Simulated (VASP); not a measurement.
Sr: single point with LDA

Crystal: Sr.

```
CELL_PARAMETERS angstrom
4.04789 0.00000 0.00000
-2.02395 3.50558 0.00000
0.00000 0.00000 6.63007
ATOMIC_POSITIONS crystal
Sr 0.33333 0.66667 0.25000
Sr 0.66667 0.33333 0.75000
```

This isn't the form of Sr at room conditions, which is fcc.

* Program: VASP 6.6.1
* Task: single point
* Functional: LDA
* Potentials or basis: VASP PAW LDA potentials, release 64 (Sr_sv)
* Cutoff: 520 eV
* k mesh: 10 × 10 × 6
* Occupations: fermi-dirac, width 0.1 eV
* Spin: no spin polarisation
* Dipole correction: no
* Further INCAR settings: ALGO = Normal; EDIFF = 1e-06; NBANDS = 17

| Property | Result |
| --- | --- |
| Pressure | 0.5 GPa |
| Band gap on the k mesh | zero (bands 10 and 11 overlap by 0.14 eV) |

Stress tensor (GPa, compression positive):
```
0.50 0.00 0.00
0.00 0.50 0.00
0.00 0.00 0.60
```

Levels at points of the mesh, in eV from the Fermi level:
| k point | band 7 | band 8 | band 9 | band 10 | band 11 | band 12 | band 13 | band 14 |
| --- | --- | --- | --- | --- | --- | --- | --- | --- |
| (0.00, 0.00, 0.00) | -18.06 | -18.06 | -3.86 | -1.24 | 0.39 | 2.39 | 2.41 | 2.41 |
| (0.50, 0.00, 0.00) | -18.14 | -18.11 | -1.12 | -0.47 | -0.05 | 0.26 | 1.50 | 2.14 |
| (0.00, 0.00, 0.50) | -18.09 | -18.09 | -2.78 | -2.78 | 1.32 | 1.32 | 2.40 | 2.40 |
| (0.50, 0.00, 0.50) | -18.15 | -18.15 | -0.92 | -0.92 | 0.47 | 0.47 | 1.42 | 1.42 |

Wall time 29 s on 1 thread of Intel(R) Xeon(R) 6975P-C (Granite Rapids), with other jobs on the host, peak memory 0.21 GiB.
